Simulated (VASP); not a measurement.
A run of VASP 6.6.1 is set up as follows.

The input INCAR:

```
PREC = Accurate
ENCUT = 600
EDIFF = 1E-6
ISMEAR = -1
SIGMA = 0.1
LREAL = False
LASPH = True
NELM = 120
ALGO = Normal
ISIF = 2
LWAVE = False
LCHARG = False
GGA = B5
ALDAX = 1.0
AGGAX = 1.0
AGGAC = 1.0
ALDAC = 0.0
NBANDS = 11
GGA_COMPAT = False
```

The input KPOINTS:

```
Automatic mesh
0
Gamma
  15 15 15
```

POSCAR

```
Ni
1.0
    2.4580605451      0.0000000000      0.0000000000
    0.0000000000      2.4580605451      0.0000000000
    0.0000000000      0.0000000000      2.4580605451
Ni
1
Direct
    0.0000000000      0.0000000000      0.0000000000
```

Potentials or basis: VASP PAW PBE potentials, release 64 (Ni).

Launch:

```sh
$ cat potpaw_PBE.64/Ni/POTCAR > POTCAR
$ mpirun -np 1 vasp_std > vasp.out
```

Question: What does it give for the band gap on the k mesh?

Answer: Zero (bands 5 and 6 overlap by 0.95 eV).

Question: What does it give for the pressure?

Answer: -10.5 GPa.

Caveat: the cell stands under tension; the PAW data sets were made with another functional, which shifts forces and pressure a little; the run has no spin polarisation, though such a crystal can be magnetic. Spin polarisation is off, so any magnetic state and its effect on volume and gap are missing.
